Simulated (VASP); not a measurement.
Set up this calculation in VASP 6.6.1, as the native input.

```
Task                               : single point
Functional                         : HSE06
Potentials or basis                : VASP PAW PBE potentials, release 64 (Cd, S)
Cutoff                             : 400 eV
k mesh                             : 4 × 4 × 4
Occupations                        : methfessel-paxton, width 0.05 eV
Spin                               : no spin polarisation
Dipole correction                  : no
Grid for exact exchange (PRECFOCK) : Normal
Further INCAR settings             : ALGO = Normal; EDIFF = 1e-06; NBANDS = 16
Screening parameter                : 0.2079 1/Å
```

The system is CdS.

```
CELL_PARAMETERS angstrom
0.00000 2.93921 2.93921
2.93921 0.00000 2.93921
2.93921 2.93921 0.00000
ATOMIC_POSITIONS crystal
Cd 0.00000 0.00000 0.00000
S 0.25000 0.25000 0.25000
```

One way to write it, as run:

POSCAR

```
CdS
1.0
    0.0000000000      2.9392148400      2.9392148400
    2.9392148400      0.0000000000      2.9392148400
    2.9392148400      2.9392148400      0.0000000000
Cd S
1 1
Direct
    0.0000000000      0.0000000000      0.0000000000
    0.2500000000      0.2500000000      0.2500000000
```

INCAR.step1

```
ALGO     = Normal         # electronic algorithm
EDIFF    = 1E-5           # SCF threshold, eV
ENCUT    = 400            # plane-wave cutoff, eV
GGA      = PE             # functional
GGA_COMPAT= False        
ISIF     = 2              # what is computed and relaxed
ISMEAR   = 1              # smearing method
LASPH    = True           # aspherical terms in the spheres
LCHARG   = False          # write CHGCAR
LREAL    = False          # projectors in reciprocal space
LWAVE    = True           # write WAVECAR
NBANDS   = 16             # bands
NELM     = 120            # most SCF steps
PREC     = Accurate       # precision mode
SIGMA    = 0.05           # smearing width, eV
```

INCAR.step2

```
ALGO     = Normal         # electronic algorithm
EDIFF    = 1E-6           # SCF threshold, eV
ENCUT    = 400            # plane-wave cutoff, eV
GGA      = PE             # functional
GGA_COMPAT= False        
HFSCREEN = 0.2079         # screening, 1/A
ISIF     = 2              # what is computed and relaxed
ISMEAR   = 1              # smearing method
ISTART   = 1            
LASPH    = True           # aspherical terms in the spheres
LCHARG   = False          # write CHGCAR
LHFCALC  = True           # exact exchange
LREAL    = False          # projectors in reciprocal space
LWAVE    = False          # write WAVECAR
NBANDS   = 16             # bands
NELM     = 120            # most SCF steps
PREC     = Accurate       # precision mode
PRECFOCK = Normal       
SIGMA    = 0.05           # smearing width, eV
```

KPOINTS

```
k-points
0
Gamma
  4 4 4
```

Potentials or basis: VASP PAW PBE potentials, release 64 (Cd, S).

The run is started by

```console
$ cat potpaw_PBE.64/Cd/POTCAR potpaw_PBE.64/S/POTCAR > POTCAR
$ cp INCAR.step1 INCAR
$ mpirun -np 1 vasp_std > vasp.out
$ cp INCAR.step2 INCAR
$ mpirun -np 1 vasp_std > vasp.out
```

It gave:

The pressure is 0.2 GPa and the band gap on the k mesh is 2.12 eV, direct.

Caveat: the k points lie up to 0.46 Å⁻¹ apart; the PAW data sets were made with another functional, which shifts forces and pressure a little.

Run time: 3.7 min on 1 thread of Intel(R) Xeon(R) Platinum 8488C (Sapphire Rapids) (shared host), peak memory 0.25 GiB.
